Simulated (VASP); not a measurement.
# Te2Mo in VASP: notebook

Runs on Te2Mo. Level: PBE. Tasks: single point.

All numbers are computed with VASP 6.6.1; they aren't measurements. Logs are shortened: lines on timing, memory, paths and dates and some standing lists are left out, and cuts for length are marked.

## Step 1: The cell of the first run

The cell holds a slab with vacuum, 3 atoms: a = 3.018 Å, b = 3.018 Å, c = 14.731 Å, α = 90.00°, β = 90.00°, γ = 120.00°.

## Step 2: Single point, PBE

File INCAR:

```
SYSTEM = Te2Mo
ALGO = Normal
EDIFF = 1E-6
ENCUT = 520
GGA = PE
ISIF = 2
ISMEAR = 0
LASPH = .True.
LCHARG = .False.
LREAL = .False.
LWAVE = .False.
NBANDS = 20
NELM = 100
PREC = Accurate
SIGMA = 0.1
```

File KPOINTS:

```
k-points
0
Gamma
  6 6 2
  0 0 0
```

File POSCAR:

```
Te2Mo
1.0
    3.0175457400      0.0000000000      0.0000000000
   -1.5087728700      2.6132712700      0.0000000000
    0.0000000000      0.0000000000     14.7312895500
Te Mo
2 1
Direct
    0.3333333300      0.6666666700      0.8968331200
    0.3333333300      0.6666666700      0.1031668800
    0.0000000000      0.0000000000      0.0000000000
```

Potentials or basis: VASP PAW PBE potentials, release 64 (Te, Mo_sv).

Run with:

```console
$ cat potpaw_PBE.64/Te/POTCAR potpaw_PBE.64/Mo_sv/POTCAR > POTCAR
$ mpirun -np 1 vasp_std > vasp.out
```

OUTCAR:

```text
SYSTEM = Te2Mo
   EDIFF = 1E-6
   ENCUT = 520
   GGA = PE
   ISIF = 2
   ISMEAR = 0
   LASPH = .True.
   LREAL = .False.
   NELM = 100
   PREC = Accurate

 ion  position               nearest neighbor table
   1  0.333  0.667  0.897-   3 2.31   3 2.31   3 2.31   2 3.04
   2  0.333  0.667  0.103-   3 2.31   3 2.31   3 2.31   1 3.04
   3  0.000  0.000  0.000-   1 2.31   2 2.31   1 2.31   2 2.31   1 2.31   2 2.31

  LATTYP: Found a hexagonal cell.
 ALAT       =     3.0175457400
 C/A-ratio  =     4.8818777972

  Lattice vectors:

 A1 = (   3.0175457400,   0.0000000000,   0.0000000000)
 A2 = (  -1.5087728700,   2.6132712700,   0.0000000000)
 A3 = (   0.0000000000,   0.0000000000,  14.7312895500)

Analysis of symmetry for initial positions (statically):
=====================================================================
 Subroutine PRICEL returns:
 Original cell was already a primitive cell.

 Routine SETGRP: Setting up the symmetry group for a
 hexagonal supercell.

 Subroutine GETGRP returns: Found 12 space group operations
 (whereof 12 operations were pure point group operations)
 out of a pool of 24 trial point group operations.

The static configuration has the point symmetry D_3h.

Analysis of symmetry for dynamics (positions and initial velocities):
=====================================================================
 Subroutine PRICEL returns:
 Original cell was already a primitive cell.

 Routine SETGRP: Setting up the symmetry group for a
 hexagonal supercell.

 Subroutine GETGRP returns: Found 12 space group operations
 (whereof 12 operations were pure point group operations)
 out of a pool of 24 trial point group operations.

The dynamic configuration has the point symmetry D_3h.

 Subroutine INISYM returns: Found 12 space group operations
 (whereof 12 operations are pure point group operations),
 and found     1 'primitive' translations

----------------------------------------------------------------------------------------

                                     Primitive cell

  volume of cell :     116.1660

  direct lattice vectors                    reciprocal lattice vectors
     3.017545740  0.000000000  0.000000000     0.331395142  0.191331074  0.000000000
    -1.508772870  2.613271270  0.000000000     0.000000000  0.382662149  0.000000000
     0.000000000  0.000000000 14.731289550     0.000000000  0.000000000  0.067882720

  length of vectors
     3.017545740  3.017545742 14.731289550     0.382662149  0.382662149  0.067882720

  position of ions in fractional coordinates (direct lattice)
     0.333333330  0.666666670  0.896833120
     0.333333330  0.666666670  0.103166880
     0.000000000  0.000000000  0.000000000

  ion indices of the primitive-cell ions
   primitive index   ion index
                 1           1
                 2           2
                 3           3

----------------------------------------------------------------------------------------

 KPOINTS: k-points

Automatic generation of k-mesh.
 Grid dimensions read from file:
 generate k-points for:    6    6    2

 Generating k-lattice:

  Cartesian coordinates                     Fractional coordinates (reciprocal lattice)
     0.055232524  0.031888512  0.000000000     0.166666667 -0.000000000  0.000000000
     0.000000000  0.063777025  0.000000000     0.000000000  0.166666667  0.000000000
     0.000000000  0.000000000  0.033941360     0.000000000  0.000000000  0.500000000

  Length of vectors
     0.063777025  0.063777025  0.033941360

  Shift w.r.t. Gamma in fractional coordinates (k-lattice)
     0.000000000  0.000000000  0.000000000

 Subroutine IBZKPT returns following result:
 ===========================================

 Found     14 irreducible k-points:

 Following reciprocal coordinates:
            Coordinates               Weight
  0.000000  0.000000  0.000000      1.000000
  0.166667  0.000000  0.000000      6.000000
  0.333333 -0.000000  0.000000      6.000000
  0.500000 -0.000000  0.000000      3.000000
  0.166667  0.166667  0.000000      6.000000
  0.333333  0.166667  0.000000     12.000000
  0.333333  0.333333  0.000000      2.000000
  0.000000  0.000000  0.500000      1.000000
  0.166667  0.000000  0.500000      6.000000
  0.333333 -0.000000  0.500000      6.000000
  0.500000 -0.000000  0.500000      3.000000
  0.166667  0.166667  0.500000      6.000000
  0.333333  0.166667  0.500000     12.000000
  0.333333  0.333333  0.500000      2.000000
   k-points           NKPTS =     14   k-points in BZ     NKDIM =     14   number of bands    NBANDS=     20
   number of dos      NEDOS =    301   number of ions     NIONS =      3
   total plane-waves  NPLWV =  64512
   dimension x,y,z NGX =    24 NGY =   24 NGZ =  112
   dimension x,y,z NGXF=    48 NGYF=   48 NGZF=  224
   ions per type =               2   1
   NGX,Y,Z   is equivalent  to a cutoff of  13.22, 13.22, 12.64 a.u.
   NGXF,Y,Z  is equivalent  to a cutoff of  26.44, 26.44, 25.28 a.u.
 SYSTEM =  Te2Mo
   PREC   = accura    normal or accurate (medium, high low for compatibility)
   ISTART =      0    job   : 0-new  1-cont  2-samecut
   ICHARG =      2    charge: 1-file 2-atom 10-const
   ISPIN  =      1    spin polarized calculation?
   LNONCOLLINEAR =      F non collinear calculations
   LSORBIT =      F    spin-orbit coupling
   LASPH  =      T    aspherical Exc in radial PAW
   ENCUT  =  520.0 eV  38.22 Ry    6.18 a.u.   5.61  5.61 27.39*2*pi/ulx,y,z
   NELM   =    100;   NELMIN=  2; NELMDL= -5     # of ELM steps
   EDIFF  = 0.1E-05   stopping-criterion for ELM
   LREAL  =      F    real-space projection
   EDIFFG = 0.1E-04   stopping-criterion for IOM
   NSW    =      0    number of steps for IOM
   IBRION =     -1    ionic relax: 0-MD 1-quasi-New 2-CG
   NFREE  =      0    steps in history (QN), initial steepest desc. (CG)
   ISIF   =      2    stress and relaxation
   ISYM   =      2    0-nonsym 1-usesym 2-fastsym
   POTIM  = 0.5000    time-step for ionic-motion
   TEBEG  =    0.0;   TEEND  =   0.0 temperature during run
   PSTRESS=    0.0 pullay stress
   NELECT =      26.0000    total number of electrons
   NUPDOWN=      -1.0000    fix difference up-down
   EMIN   =  10.00;   EMAX   =-10.00  energy-range for DOS
   EFERMI =   0.00;   METHOD = LEGACY
   ISMEAR =     0;   SIGMA  =   0.10  broadening in eV -4-tet -1-fermi 0-gaus
   EFERMI_NEDOS =   21; number of points for ismear=-14 and -15
   IALGO  =     38    algorithm
   IMIX   =      4    mixing-type and parameters
     AMIX     =   0.40;   BMIX     =  1.00
     AMIX_MAG =   1.60;   BMIX_MAG =  1.00
  volume/ion in A,a.u.               =      38.72       261.31
  Fermi-wavevector in a.u.,A,eV,Ry     =   0.993969  1.878329 13.442212  0.987975
  Thomas-Fermi vector in A             =   2.125888
   LORBIT       =      0    0 simple, 1 ext, 2 COOP (PROOUT), +10 PAW based schemes
   GGA     = PE    functional components
   LHFCALC =     F    Hartree Fock is set to
   AEXX    =    0.0000 exact exchange contribution
   IVDW    =     0    specifies the selected vdW correction
   LEPSILON=     F    determine dielectric tensor
   LRPA    =     F    only Hartree local field effects (RPA)
 non-spin polarized calculation
 Gauss-broadening in eV      SIGMA  =   0.10
  energy-cutoff  :      520.00
  volume of cell :      116.17
 maximum number of plane-waves:      3163
 NGX is ok and might be reduce to    24
   NGX = 11   NGY = 11   NGZ = 55

 number of electron      25.9999998 magnetization

 Free energy of the ion-electron system (eV)
  ---------------------------------------------------
  ext. energy  EPLUGINS =         0.00000000
  ---------------------------------------------------
  free energy    TOTEN  =        -9.50545498 eV

  energy without entropy =       -9.50545498  energy(sigma->0) =       -9.50545498

 E-fermi :   4.0916     XC(G=0):  -6.1575

 val. band max:        3.6677271384   @ k =   0.5000  -0.0000   0.5000
 cond. band min:       4.5056288124   @ k =   0.3333   0.3333   0.0000
 fundamental gap:      0.8379016740
 Fermi energy:         4.0915885519

 k-point     1 :       0.0000    0.0000    0.0000
  band No.  band energies     occupation
      1     -57.1432      2.00000
      2     -32.0867      2.00000
      3     -31.2171      2.00000
      4     -31.2171      2.00000
      5     -12.7154      2.00000
      6     -10.4342      2.00000
[... 12 lines left out ...]
     19      10.1401      0.00000
     20      10.1808      0.00000

 k-point     2 :       0.1667    0.0000    0.0000
  band No.  band energies     occupation
      1     -57.1162      2.00000
      2     -32.0196      2.00000
      3     -31.4401      2.00000
      4     -31.2615      2.00000
      5     -11.9968      2.00000
      6     -10.1115      2.00000
[... 12 lines left out ...]
     19       9.3308      0.00000
     20      10.1713      0.00000

 k-point     3 :       0.3333   -0.0000    0.0000
  band No.  band energies     occupation
      1     -57.0618      2.00000
      2     -31.8831      2.00000
      3     -31.8639      2.00000
      4     -31.3492      2.00000
      5     -10.1400      2.00000
      6      -9.2829      2.00000
[... 12 lines left out ...]
     19       9.7893      0.00000
     20      11.0354      0.00000

 k-point     4 :       0.5000   -0.0000    0.0000
  band No.  band energies     occupation
      1     -57.0344      2.00000
      2     -32.0662      2.00000
      3     -31.8136      2.00000
      4     -31.3925      2.00000
      5      -8.6849      2.00000
      6      -8.5676      2.00000
[... 199 lines left out ...]
 k-point    13 :       0.3333    0.1667    0.5000
  band No.  band energies     occupation
      1     -57.0344      2.00000
      2     -31.9651      2.00000
      3     -31.8138      2.00000
      4     -31.5027      2.00000
      5      -8.7162      2.00000
      6      -8.6320      2.00000
[... 12 lines left out ...]
     19      11.2683      0.00000
     20      11.4316      0.00000

 k-point    14 :       0.3333    0.3333    0.5000
  band No.  band energies     occupation
      1     -57.0207      2.00000
      2     -31.8918      2.00000
      3     -31.7791      2.00000
      4     -31.7074      2.00000
      5      -8.0920      2.00000
      6      -7.7820      2.00000
[... 12 lines left out ...]
     19      11.0113      0.00000
     20      11.7926      0.00000

------------------------ aborting loop because EDIFF is reached ----------------------------------------

  FORCE on cell =-STRESS in cart. coord.  units (eV):
  Direction    XX          YY          ZZ          XY          YZ          ZX
  --------------------------------------------------------------------------------------
  -------------------------------------------------------------------------------------
  Total       38.6792753     38.6792753     44.9978709     -0.0000000      0.0000000     -0.0000000
  in kB      533.4697389    533.4697397    620.6166550     -0.0000000      0.0000000     -0.0000000
  external PRESSURE =     562.5187112 kB  Pullay stress =       0.0000000 kB

 VOLUME and BASIS-vectors are now :
 -----------------------------------------------------------------------------
  energy-cutoff  :      520.00
  volume of cell :      116.17
      direct lattice vectors                 reciprocal lattice vectors
     3.017545740  0.000000000  0.000000000     0.331395142  0.191331074  0.000000000
    -1.508772870  2.613271270  0.000000000     0.000000000  0.382662149  0.000000000
     0.000000000  0.000000000 14.731289550     0.000000000  0.000000000  0.067882720

 POSITION                                       TOTAL-FORCE (eV/Angst)
 -----------------------------------------------------------------------------------
     -0.00000      1.74218     13.21151        -0.000000     -0.000000    -14.808949
     -0.00000      1.74218      1.51978         0.000000      0.000000     14.808949
      0.00000      0.00000      0.00000        -0.000000      0.000000      0.000000
 -----------------------------------------------------------------------------------
    total drift:                                0.000006     -0.000003     -0.000000

  FREE ENERGIE OF THE ION-ELECTRON SYSTEM (eV)
  ---------------------------------------------------
  free  energy   TOTEN  =        -9.5054549810 eV

  energy  without entropy=       -9.5054549808  energy(sigma->0) =       -9.50545498
```

It took 21 s on 1 thread of Intel Xeon 6975P-C (Granite Rapids), shared host; peak memory 0.25 GiB.

What came out:

- Free energy: -9.5055 eV
- Largest force: 14.809 eV/Å
- Band gap on the k mesh: 0.84 eV, indirect (least direct gap 1.57 eV)

Forces on the atoms (eV/Å):
```
Te    0.000   0.000 -14.809
Te    0.000   0.000  14.809
Mo    0.000   0.000   0.000
```

Levels at points of the mesh, in eV from the valence-band top:
| k point | band 10 | band 11 | band 12 | band 13 | band 14 | band 15 | band 16 | band 17 |
| --- | --- | --- | --- | --- | --- | --- | --- | --- |
| (0.00, 0.00, 0.00) | -2.76 | -2.13 | -2.13 | -1.96 | 3.80 | 4.30 | 5.15 | 5.15 |
| (0.50, 0.00, 0.00) | -4.40 | -2.40 | -1.61 | 0.00 | 1.57 | 1.98 | 4.17 | 5.14 |
| (0.00, 0.00, 0.50) | -2.76 | -2.13 | -2.13 | -1.96 | 3.86 | 4.19 | 5.15 | 5.15 |
| (0.50, 0.00, 0.50) | -4.40 | -2.40 | -1.61 | 0.00 | 1.57 | 1.98 | 4.17 | 5.14 |

Caveat: spin-orbit coupling is left out, which moves the levels of the heavy elements.

## Step 3: Single point, PBE

This run uses another cell than the first one, of 55.32 Å³/atom, 1.429 times its volume.

File INCAR:

```
SYSTEM = Te2Mo
ALGO = Normal ; EDIFF = 1E-7
ENCUT = 520 ; GGA = PE
ISIF = 2 ; ISMEAR = 0
LASPH = .True. ; LCHARG = .False.
LREAL = .False. ; LWAVE = .False.
NBANDS = 20 ; NELM = 80
PREC = Accurate ; SIGMA = 0.1
```

KPOINTS is that of step 2.

File POSCAR:

```
Te2Mo
1.0
    3.5459280446      0.0000000000      0.0000000000
   -1.7729640223      3.0708637666      0.0000000000
    0.0000000000      0.0000000000     15.2396806195
Te Mo
2 1
Direct
    0.3333333333      0.6666666667      0.8812166380
    0.3333333333      0.6666666667      0.1187833620
    0.0000000000      0.0000000000      0.0000000000
```

Potentials or basis: VASP PAW PBE potentials, release 64 (Te, Mo_sv).

Run with:

```console
$ cat potpaw_PBE.64/Te/POTCAR potpaw_PBE.64/Mo_sv/POTCAR > POTCAR
$ mpirun -np 1 vasp_std > vasp.out
```

Run time: 37 s. Hardware: 1 thread of Intel Xeon 6975P-C (Granite Rapids), shared host; peak memory 0.29 GiB.

It converged, with:

| Item | Value |
| --- | --- |
| Free energy | -18.0229 eV |
| Largest force | 0.031 eV/Å |
| Band gap on the k mesh | 1.09 eV, direct |

Forces in eV/Å, atoms in the order of the input:
```
Te   0.000  0.000 -0.031
Te   0.000  0.000  0.031
Mo   0.000  0.000  0.000
```

Levels at points of the mesh, in eV from the valence-band top:
| k point | band 9 | band 10 | band 11 | band 12 | band 13 | band 14 | band 15 | band 16 | band 17 | band 18 |
| --- | --- | --- | --- | --- | --- | --- | --- | --- | --- | --- |
| (0.00, 0.00, 0.00) | -1.63 | -1.63 | -0.87 | -0.87 | -0.47 | 3.07 | 3.07 | 3.35 | 3.35 | 4.05 |
| (0.50, 0.00, 0.00) | -3.29 | -2.27 | -1.63 | -0.74 | -0.30 | 1.41 | 1.74 | 3.27 | 3.65 | 3.95 |
| (0.00, 0.00, 0.50) | -1.63 | -1.63 | -0.87 | -0.87 | -0.47 | 3.07 | 3.07 | 3.35 | 3.35 | 4.28 |
| (0.50, 0.00, 0.50) | -3.29 | -2.27 | -1.63 | -0.74 | -0.30 | 1.41 | 1.74 | 3.27 | 3.65 | 3.95 |

Caveat: spin-orbit coupling is left out, which moves the levels of the heavy elements.
